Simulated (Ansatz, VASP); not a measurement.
In in VASP and in Ansatz

```
CELL_PARAMETERS angstrom
-1.90597 1.90597 1.90597
1.90597 -1.90597 1.90597
1.90597 1.90597 -1.90597
ATOMIC_POSITIONS crystal
In 0.00000 0.00000 0.00000
```

Alike in both runs: functional PBE; k mesh 15 × 15 × 15; occupations fermi-dirac, width 0.05 eV; non-collinear spin, spin-orbit coupling.

Ansatz relaxed the structure, and its values are those at the end. VASP's run is a single point on that final structure, the one shown.

|  | VASP | Ansatz |
| --- | --- | --- |
| version | VASP 6.6.1 | Ansatz 0.2.0 |
| potentials or method | VASP PAW PBE potentials, release 64 (In_d), cutoff 520 eV | all-electron LAPW |

|  | VASP | Ansatz | Ansatz less VASP |
| --- | --- | --- | --- |
| pressure (GPa) | 0.0 | 0.0 | 0.00 |

Ansatz ran all-electron here, and VASP with PAW potentials.
